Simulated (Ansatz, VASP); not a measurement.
Cu in VASP and in Ansatz

Contents of INCAR:

```
SYSTEM = Cu
PREC     = Accurate       ! precision mode
ENCUT    = 820            ! plane-wave cutoff, eV
EDIFF    = 1E-7           ! SCF threshold, eV
ISMEAR   = 0              ! smearing method
SIGMA    = 0.1            ! smearing width, eV
LREAL    = .False.        ! projectors in reciprocal space
LASPH    = .True.         ! aspherical terms in the spheres
NELM     = 120            ! most SCF steps
ALGO     = Normal         ! electronic algorithm
ISIF     = 3              ! what is computed and relaxed
LWAVE    = .False.        ! write WAVECAR
LCHARG   = .False.        ! write CHGCAR
GGA      = PS             ! functional
IBRION   = 2              ! ionic algorithm
NSW      = 100            ! ionic steps
EDIFFG   = -0.05          ! ionic threshold
GGA_COMPAT= .False.      
NELMIN   = 4
```

KPOINTS

```
Automatic mesh
0
Gamma
  10 10 10
  0 0 0
```

POSCAR

```
Cu
1.0
    0.0000000000      1.8250000000      1.8250000000
    1.8250000000      0.0000000000      1.8250000000
    1.8250000000      1.8250000000      0.0000000000
Cu
1
Direct
    0.0000000000      0.0000000000      0.0000000000
```

Input for Ansatz:

```yaml
crystal:
  lattice:
    - [0.0, 1.825, 1.825]
    - [1.825, 0.0, 1.825]
    - [1.825, 1.825, 0.0]
  atoms:
    - { symbol: Cu, position: [0.0, 0.0, 0.0] }
basis:
  ecutwfc: 420
kpoints:
  mp_grid: { grid: [10, 10, 10] }
hamiltonian:
  xc: pbesol
  pseudopotentials: { kind: paw, azcp: { folder: soft_1 } }
scf:
  occupations: { method: gaussian, width: 0.1 }
output:
  forces: true
  stress: true
  eigenvalues: true
relax:
  adjacent_minimum: "off"
  f_tol: 0.05
  max_steps: 80
  cell: { stress_tol: 0.5 }
```

Alike in both runs: task relaxation of cell and atoms; functional PBEsol; k mesh 10 × 10 × 10; occupations gaussian, width 0.1 eV; no spin polarisation.

|  | VASP | Ansatz |
| --- | --- | --- |
| version | VASP 6.6.1 | Ansatz 0.2.0 |
| potentials or method | VASP PAW PBE potentials, release 64 (Cu_sv_GW), cutoff 820 eV | scalar-relativistic, plane waves, PAW |
| valence electrons in the cell | 19 | 19 |

|  | VASP | Ansatz | Ansatz less VASP |
| --- | --- | --- | --- |
| gap on the k mesh at the Fermi level, each at its own relaxed structure (eV) | none | none | - |
| relaxed volume (Å³/atom) | 11.28 | 11.31 | +0.038 |
| relaxed length of the cell vector where the two differ most in proportion (Å) | 2.517 | 2.520 | +0.0029 |

VASP's potentials were made for PBE, not for PBEsol, and Ansatz warns of the same on its side. A gap of «none» marks a metal or a gap that the smearing closes.
